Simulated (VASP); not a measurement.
Sn, 1 atom in the cell. It takes space group Pm-3m (No. 221, cubic). Conventional cell: a = 3.117 Å, b = 3.117 Å, c = 3.117 Å, α = 90.00°, β = 90.00°, γ = 90.00°. Sn (site symmetry m-3m) has 6 Sn at 3.12 Å within 4.1 Å. 

- Program: VASP 6.6.1
- Task: relaxation of cell and atoms
- Functional: RPBE
- Potentials or basis: VASP PAW PBE potentials, release 64 (Sn_d)
- Cutoff: 600 eV
- k mesh: 10 × 10 × 10
- Occupations: fermi-dirac, width 0.1 eV
- Spin: no spin polarisation
- Dipole correction: no
- Further INCAR settings: ALGO = Normal; EDIFF = 1e-07; IBRION = 2; EDIFFG = -0.01; NSW = 80; ISIF = 3

Potentials or basis: VASP PAW PBE potentials, release 64 (Sn_d).

Run with:

```bash
$ cat potpaw_PBE.64/Sn_d/POTCAR > POTCAR
$ mpirun -np 1 vasp_std > vasp.out
```

Hardware: 1 thread of AMD EPYC 9R45 (Zen 5), on a shared host.

Question: How long does it take, and how much memory?

Answer: It took 25 s on 1 thread of AMD EPYC 9R45 (Zen 5) (shared host), peak memory 0.14 GiB. Counts: scf iterations 19, k points 56, ion steps 2.
